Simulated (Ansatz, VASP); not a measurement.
# NaCl: VASP beside Ansatz

```xyz
2
Lattice="3.4993 0.0000 0.0000 0.0000 3.4993 0.0000 0.0000 0.0000 3.4595" Properties=species:S:1:pos:R:3 pbc="T T T"
Na    0.0000    0.0000    0.0000
Cl    1.7497    1.7497    1.7298
```

Change from the starting cell: biaxial_xy strain +1.1%.

Alike in both runs: task single point; functional r2SCAN; k mesh 8 × 8 × 8; no spin polarisation.

|  | VASP | Ansatz |
| --- | --- | --- |
| version | VASP 6.6.1 | Ansatz 0.2.0 |
| potentials or method | VASP PAW PBE potentials, release 64 (Na_pv, Cl) | plane waves, PAW |
| plane-wave cutoff (eV) | 520 | 500 |
| occupations | gaussian, width 0.01 eV | fixed |
| valence electrons in the cell | 14 | 16 |

Ansatz gave:

* gap on the k mesh at the Fermi level (eV): 4.78
* pressure (GPa): -0.6
* traceless stress, the component that is largest in VASP (GPa): 0.64

Task: What did VASP give for the same quantities?

Result: gap on the k mesh at the Fermi level (eV): 4.81; pressure (GPa): -0.9; traceless stress, the component that is largest in VASP (GPa): 0.65.

VASP's potentials were made for PBE, not for r2SCAN. VASP's potentials hold 14 valence electrons a cell and Ansatz's 16, so a difference there can come from the potentials and not from the codes.
